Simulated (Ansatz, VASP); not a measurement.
## SrO in VASP and in Ansatz

```
Sr O
1.0
     0.00000    2.53162    2.53162
     2.53162    0.00000    2.53162
     2.53162    2.53162    0.00000
Sr O
1 1
Cartesian
  2.5316 2.5316 2.5316
  0.0000 0.0000 0.0000
```

Change from the starting cell: volume scaled by 0.96.

Alike in both runs: task single point; functional PBEsol; k mesh 9 × 9 × 9; occupations fermi-dirac, width 0.05 eV; no spin polarisation.

|  | VASP | Ansatz |
| --- | --- | --- |
| version | VASP 6.6.1 | Ansatz 0.2.0 |
| potentials or method | VASP PAW PBE potentials, release 64 (Sr_sv, O), cutoff 520 eV | all-electron LAPW, scalar-relativistic |

Ansatz gave:

```
gap on the k mesh at the Fermi level (eV) : 3.23
least direct gap on the mesh (eV)         : 3.28
pressure (GPa)                            : 3.5
```

Question: What did VASP give for the same quantities?

Answer: gap on the k mesh at the Fermi level (eV): 3.18; least direct gap on the mesh (eV): 3.24; pressure (GPa): 4.3.

VASP's potentials were made for PBE, not for PBEsol. Ansatz ran all-electron here, and VASP with PAW potentials.
